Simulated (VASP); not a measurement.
# InSb (P4mm) in VASP: single point with PBEsol

Aim: the single point of InSb with PBEsol.

All numbers are computed with VASP 6.6.1; they aren't measurements. Logs are shortened: lines on timing, memory, paths and dates and some standing lists are left out, and cuts for length are marked.

### 1 The cell of the first run

The structure is tetragonal, space group P4mm (No. 99). The conventional cell has a = 3.744 Å, b = 3.744 Å, c = 3.687 Å, α = 90.00°, β = 90.00°, γ = 90.00°. In (site symmetry 4mm) has 8 Sb at 3.07 to 3.40 Å and 6 In at 3.69 to 3.74 Å within 4.0 Å. Sb (site symmetry 4mm) has 8 In at 3.07 to 3.40 Å and 6 Sb at 3.69 to 3.74 Å within 4.0 Å.

### 2 Single point, PBEsol (strained and its atoms moved)

INCAR reads:

```
SYSTEM = InSb
  PREC = Accurate
  ENCUT = 520
  EDIFF = 1E-7
  ISMEAR = 0
  SIGMA = 0.1
  LREAL = .FALSE.
  LASPH = .TRUE.
  NELM = 80
  ALGO = Normal
  ISIF = 2
  LWAVE = .FALSE.
  LCHARG = .FALSE.
  GGA = PS
  NBANDS = 16
```

KPOINTS reads:

```
regular mesh
0
G
  10 10 10
  0 0 0
```

POSCAR reads:

```
InSb
1.0
    3.7441022881      0.0000000000      0.0000000000
    0.0000000000      3.7441022881      0.0000000000
    0.0000000000      0.0000000000      3.6869875081
In Sb
1 1
Direct
    0.0000000000      0.0000000000     -0.0393943564
    0.5000000000      0.5000000000      0.5393943564
```

Potentials or basis: VASP PAW PBE potentials, release 64 (In_d, Sb).

Started as:

```bash
$ cat potpaw_PBE.64/In_d/POTCAR potpaw_PBE.64/Sb/POTCAR > POTCAR
$ mpirun -np 1 vasp_std > vasp.out
```

OUTCAR:

```text
SYSTEM = InSb
   PREC = Accurate
   ENCUT = 520
   EDIFF = 1E-7
   ISMEAR = 0
   LREAL = .FALSE.
   LASPH = .TRUE.
   NELM = 80
   ISIF = 2
   GGA = PS

 ion  position               nearest neighbor table
   1  0.000  0.000  0.961-   2 3.07   2 3.07   2 3.07   2 3.07   2 3.40   2 3.40   2 3.40   2 3.40

   2  0.500  0.500  0.539-   1 3.07   1 3.07   1 3.07   1 3.07   1 3.40   1 3.40   1 3.40   1 3.40

  LATTYP: Found a simple tetragonal cell.
 ALAT       =     3.7441022881
 C/A-ratio  =     0.9847454007

  Lattice vectors:

 A1 = (   3.7441022881,   0.0000000000,   0.0000000000)
 A2 = (   0.0000000000,   3.7441022881,   0.0000000000)
 A3 = (   0.0000000000,   0.0000000000,   3.6869875081)

Analysis of symmetry for initial positions (statically):
=====================================================================
 Subroutine PRICEL returns:
 Original cell was already a primitive cell.

 Routine SETGRP: Setting up the symmetry group for a
 simple tetragonal supercell.

 Subroutine GETGRP returns: Found  8 space group operations
 (whereof  8 operations were pure point group operations)
 out of a pool of 16 trial point group operations.

The static configuration has the point symmetry C_4v.

Analysis of symmetry for dynamics (positions and initial velocities):
=====================================================================
 Subroutine PRICEL returns:
 Original cell was already a primitive cell.

 Routine SETGRP: Setting up the symmetry group for a
 simple tetragonal supercell.

 Subroutine GETGRP returns: Found  8 space group operations
 (whereof  8 operations were pure point group operations)
 out of a pool of 16 trial point group operations.

The dynamic configuration has the point symmetry C_4v.

 Subroutine INISYM returns: Found  8 space group operations
 (whereof  8 operations are pure point group operations),
 and found     1 'primitive' translations

----------------------------------------------------------------------------------------

                                     Primitive cell

  volume of cell :      51.6853

  direct lattice vectors                    reciprocal lattice vectors
     3.744102288  0.000000000  0.000000000     0.267086720  0.000000000  0.000000000
     0.000000000  3.744102288  0.000000000     0.000000000  0.267086720  0.000000000
     0.000000000  0.000000000  3.686987508     0.000000000  0.000000000  0.271224136

  length of vectors
     3.744102288  3.744102288  3.686987508     0.267086720  0.267086720  0.271224136

  position of ions in fractional coordinates (direct lattice)
     0.000000000  0.000000000  0.960605644
     0.500000000  0.500000000  0.539394356

  ion indices of the primitive-cell ions
   primitive index   ion index
                 1           1
                 2           2

----------------------------------------------------------------------------------------

 KPOINTS: regular mesh

Automatic generation of k-mesh.
 Grid dimensions read from file:
 generate k-points for:   10   10   10

 Generating k-lattice:

  Cartesian coordinates                     Fractional coordinates (reciprocal lattice)
     0.026708672  0.000000000  0.000000000     0.100000000  0.000000000  0.000000000
     0.000000000  0.026708672  0.000000000     0.000000000  0.100000000  0.000000000
     0.000000000  0.000000000  0.027122414     0.000000000  0.000000000  0.100000000

  Length of vectors
     0.026708672  0.026708672  0.027122414

  Shift w.r.t. Gamma in fractional coordinates (k-lattice)
     0.000000000  0.000000000  0.000000000

 Subroutine IBZKPT returns following result:
 ===========================================

 Found    126 irreducible k-points:

 Following reciprocal coordinates:
            Coordinates               Weight
  0.000000  0.000000  0.000000      1.000000
  0.100000  0.000000  0.000000      4.000000
  0.200000  0.000000  0.000000      4.000000
  0.300000  0.000000  0.000000      4.000000
  0.400000  0.000000  0.000000      4.000000
  0.500000  0.000000  0.000000      2.000000
[... 16 lines left out ...]
  0.100000  0.000000  0.100000      8.000000
  0.200000  0.000000  0.100000      8.000000
 [... further k-points ...]
   k-points           NKPTS =    126   k-points in BZ     NKDIM =    126   number of bands    NBANDS=     16
   number of dos      NEDOS =    301   number of ions     NIONS =      2
   total plane-waves  NPLWV =  21952
   dimension x,y,z NGX =    28 NGY =   28 NGZ =   28
   dimension x,y,z NGXF=    56 NGYF=   56 NGZF=   56
   ions per type =               1   1
   NGX,Y,Z   is equivalent  to a cutoff of  12.43, 12.43, 12.63 a.u.
   NGXF,Y,Z  is equivalent  to a cutoff of  24.87, 24.87, 25.25 a.u.
 SYSTEM =  InSb
   PREC   = accura    normal or accurate (medium, high low for compatibility)
   ISTART =      0    job   : 0-new  1-cont  2-samecut
   ICHARG =      2    charge: 1-file 2-atom 10-const
   ISPIN  =      1    spin polarized calculation?
   LNONCOLLINEAR =      F non collinear calculations
   LSORBIT =      F    spin-orbit coupling
   LASPH  =      T    aspherical Exc in radial PAW
   ENCUT  =  520.0 eV  38.22 Ry    6.18 a.u.   6.96  6.96  6.86*2*pi/ulx,y,z
   NELM   =     80;   NELMIN=  2; NELMDL= -5     # of ELM steps
   EDIFF  = 0.1E-06   stopping-criterion for ELM
   LREAL  =      F    real-space projection
   EDIFFG = 0.1E-05   stopping-criterion for IOM
   NSW    =      0    number of steps for IOM
   IBRION =     -1    ionic relax: 0-MD 1-quasi-New 2-CG
   NFREE  =      0    steps in history (QN), initial steepest desc. (CG)
   ISIF   =      2    stress and relaxation
   ISYM   =      2    0-nonsym 1-usesym 2-fastsym
   POTIM  = 0.5000    time-step for ionic-motion
   TEBEG  =    0.0;   TEEND  =   0.0 temperature during run
   PSTRESS=    0.0 pullay stress
   NELECT =      18.0000    total number of electrons
   NUPDOWN=      -1.0000    fix difference up-down
   EMIN   =  10.00;   EMAX   =-10.00  energy-range for DOS
   EFERMI =   0.00;   METHOD = LEGACY
   ISMEAR =     0;   SIGMA  =   0.10  broadening in eV -4-tet -1-fermi 0-gaus
   EFERMI_NEDOS =   21; number of points for ismear=-14 and -15
   IALGO  =     38    algorithm
   IMIX   =      4    mixing-type and parameters
     AMIX     =   0.40;   BMIX     =  1.00
     AMIX_MAG =   1.60;   BMIX_MAG =  1.00
  volume/ion in A,a.u.               =      25.84       174.39
  Fermi-wavevector in a.u.,A,eV,Ry     =   1.151799  2.176584 18.050041  1.326641
  Thomas-Fermi vector in A             =   2.288454
   LORBIT       =      0    0 simple, 1 ext, 2 COOP (PROOUT), +10 PAW based schemes
   GGA     = PS    functional components
   LHFCALC =     F    Hartree Fock is set to
   AEXX    =    0.0000 exact exchange contribution
   IVDW    =     0    specifies the selected vdW correction
   LEPSILON=     F    determine dielectric tensor
   LRPA    =     F    only Hartree local field effects (RPA)
 non-spin polarized calculation
 Gauss-broadening in eV      SIGMA  =   0.10
  energy-cutoff  :      520.00
  volume of cell :       51.69
 maximum number of plane-waves:      1410
 NGX is ok and might be reduce to    28
   NGX = 13   NGY = 13   NGZ = 13

 number of electron      18.0000007 magnetization

 Free energy of the ion-electron system (eV)
  ---------------------------------------------------
  ext. energy  EPLUGINS =         0.00000000
  ---------------------------------------------------
  free energy    TOTEN  =        -7.33134979 eV

  energy without entropy =       -7.32617057  energy(sigma->0) =       -7.32876018

 E-fermi :   8.1153     XC(G=0): -10.4737

 val. band max:        8.1033504287   @ k =   0.2000   0.0000   0.0000
 cond. band min:       8.1403579472   @ k =   0.2000   0.0000   0.2000
 fundamental gap:      0.0370075185
 Fermi energy:         8.1152838929

 k-point     1 :       0.0000    0.0000    0.0000
  band No.  band energies     occupation
      1      -6.4449      2.00000
      2      -6.4306      2.00000
      3      -6.3106      2.00000
      4      -6.3049      2.00000
      5      -6.3049      2.00000
      6      -3.7407      2.00000
[... 8 lines left out ...]
     15      17.4163      0.00000
     16      20.2617      0.00000

 k-point     2 :       0.1000    0.0000    0.0000
  band No.  band energies     occupation
      1      -6.4421      2.00000
      2      -6.4211      2.00000
      3      -6.3165      2.00000
      4      -6.3106      2.00000
      5      -6.3043      2.00000
      6      -3.6385      2.00000
[... 8 lines left out ...]
     15      16.8446      0.00000
     16      19.3729      0.00000

 k-point     3 :       0.2000    0.0000    0.0000
  band No.  band energies     occupation
      1      -6.4383      2.00000
      2      -6.3930      2.00000
      3      -6.3313      2.00000
      4      -6.3254      2.00000
      5      -6.3032      2.00000
      6      -3.3375      2.00000
[... 8 lines left out ...]
     15      15.6309      0.00000
     16      17.9475      0.00000

 k-point     4 :       0.3000    0.0000    0.0000
  band No.  band energies     occupation
      1      -6.4346      2.00000
      2      -6.3585      2.00000
      3      -6.3495      2.00000
      4      -6.3425      2.00000
      5      -6.3019      2.00000
      6      -2.8625      2.00000
[... 8 lines left out ...]
     15      16.6615      0.00000
     16      16.9732      0.00000
[... 324 lines left out ...]
 k-point    22 :       0.0000    0.0000    0.1000
  band No.  band energies     occupation
      1      -6.4329      2.00000
      2      -6.4297      2.00000
      3      -6.3108      2.00000
      4      -6.3108      2.00000
      5      -6.3103      2.00000
      6      -3.6379      2.00000
[... 8 lines left out ...]
     15      16.7211      0.00000
     16      19.6834      0.00000

 k-point    23 :       0.1000    0.0000    0.1000
  band No.  band energies     occupation
      1      -6.4312      2.00000
      2      -6.4190      2.00000
      3      -6.3173      2.00000
      4      -6.3165      2.00000
      5      -6.3096      2.00000
      6      -3.5350      2.00000
[... 8 lines left out ...]
     15      16.7980      0.00000
     16      19.0177      0.00000

 k-point    24 :       0.2000    0.0000    0.1000
  band No.  band energies     occupation
      1      -6.4283      2.00000
      2      -6.3895      2.00000
      3      -6.3341      2.00000
      4      -6.3308      2.00000
      5      -6.3084      2.00000
      6      -3.2321      2.00000
[... 8 lines left out ...]
     15      16.0217      0.00000
     16      18.4734      0.00000

 [... further k-points ...]

------------------------ aborting loop because EDIFF is reached ----------------------------------------

  FORCE on cell =-STRESS in cart. coord.  units (eV):
  Direction    XX          YY          ZZ          XY          YZ          ZX
  --------------------------------------------------------------------------------------
  -------------------------------------------------------------------------------------
  Total        0.5970538      0.5970538     -0.0362863      0.0000000      0.0000000      0.0000000
  in kB       18.5078917     18.5078917     -1.1248293      0.0000000      0.0000000      0.0000000
  external PRESSURE =      11.9636514 kB  Pullay stress =       0.0000000 kB

 VOLUME and BASIS-vectors are now :
 -----------------------------------------------------------------------------
  energy-cutoff  :      520.00
  volume of cell :       51.69
      direct lattice vectors                 reciprocal lattice vectors
     3.744102288  0.000000000  0.000000000     0.267086720  0.000000000  0.000000000
     0.000000000  3.744102288  0.000000000     0.000000000  0.267086720  0.000000000
     0.000000000  0.000000000  3.686987508     0.000000000  0.000000000  0.271224136

 POSITION                                       TOTAL-FORCE (eV/Angst)
 -----------------------------------------------------------------------------------
      0.00000      0.00000      3.54174        -0.000000     -0.000000      0.416488
      1.87205      1.87205      1.98874         0.000000      0.000000     -0.416488
 -----------------------------------------------------------------------------------
    total drift:                               -0.000000     -0.000000      0.001233

  FREE ENERGIE OF THE ION-ELECTRON SYSTEM (eV)
  ---------------------------------------------------
  free  energy   TOTEN  =        -7.3313497862 eV

  energy  without entropy=       -7.3261705714  energy(sigma->0) =       -7.32876018
```

Wall time 1.9 min (1 thread of Intel Xeon 8259CL, shared host); peak memory 0.24 GiB.

What came out:

```yaml
Free_energy: -7.3313 eV
Pressure: 1.2 GPa
Largest_force: 0.416 eV/Å
Band_gap_on_the_k_mesh: zero (bands 9 and 10 overlap by 3.71 eV)
```

Forces on the atoms (eV/Å):
```
In   0.000  0.000  0.416
Sb   0.000  0.000 -0.416
```

Caveat: the cell differs from its parent crystal (strained and its atoms moved); the PAW data sets were made with another functional, which shifts forces and pressure a little; spin-orbit coupling is left out, which moves the levels of the heavy elements.
